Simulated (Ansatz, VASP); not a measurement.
## Two plane-wave programs on SiNi3

Contents of INCAR:

```
PREC = Accurate
ENCUT = 520
EDIFF = 1E-6
ISMEAR = 0
SIGMA = 0.15
LREAL = F
LASPH = T
NELM = 60
ALGO = Fast
ISIF = 2
LWAVE = F
LCHARG = F
GGA = PE
NBANDS = 25
```

Contents of KPOINTS:

```
Automatic mesh
0
Gamma
  14 14 14
```

POSCAR

```
SiNi3
1.0
    3.5062596291      0.0000000000     -0.1051877889
    0.0000000000      3.5062596291      0.0000000000
   -0.1051877889      0.0000000000      3.5062596291
Si Ni
1 3
Direct
    0.0000000000      0.0000000000      0.0000000000
    0.0000000000      0.5000000000      0.5000000000
    0.5000000000      0.0000000000      0.5000000000
    0.5000000000      0.5000000000      0.0000000000
```

Input for Ansatz:

```yaml
crystal:
  lattice:
    - [3.5062596291, 0.0, -0.1051877889]
    - [0.0, 3.5062596291, 0.0]
    - [-0.1051877889, 0.0, 3.5062596291]
  atoms:
    - { symbol: Si, position: [0.0, 0.0, 0.0] }
    - { symbol: Ni, position: [0.0, 0.5, 0.5] }
    - { symbol: Ni, position: [0.5, 0.0, 0.5] }
    - { symbol: Ni, position: [0.5, 0.5, 0.0] }
basis:
  ecutwfc: 420
kpoints:
  mp_grid: { grid: [14, 14, 14] }
hamiltonian:
  xc: pbe
scf:
  occupations: { method: gaussian, width: 0.15 }
output:
  forces: true
  stress: true
  eigenvalues: true
```

Change from the starting cell: strain -0.0600 x Voigt [0, 0, 0, 0, 1, 0], atoms carried along.

Alike in both runs: task single point; functional PBE; k mesh 14 × 14 × 14; occupations gaussian, width 0.15 eV; no spin polarisation.

|  | VASP | Ansatz |
| --- | --- | --- |
| version | VASP 6.6.1 | Ansatz 0.2.0 |
| potentials or method | VASP PAW PBE potentials, release 64 (Si, Ni), cutoff 520 eV | scalar-relativistic, plane waves, PAW |
| valence electrons in the cell | 34 | 58 |

|  | VASP | Ansatz | Ansatz less VASP |
| --- | --- | --- | --- |
| gap on the k mesh at the Fermi level (eV) | none | none | - |
| pressure (GPa) | 0.9 | 0.9 | +0.01 |
| traceless stress, the component that is largest in VASP (GPa) | 7.89 | 7.93 | +0.043 |

A gap of «none» marks a metal or a gap that the smearing closes. VASP's potentials hold 34 valence electrons a cell and Ansatz's 58, so a difference there can come from the potentials and not from the codes.
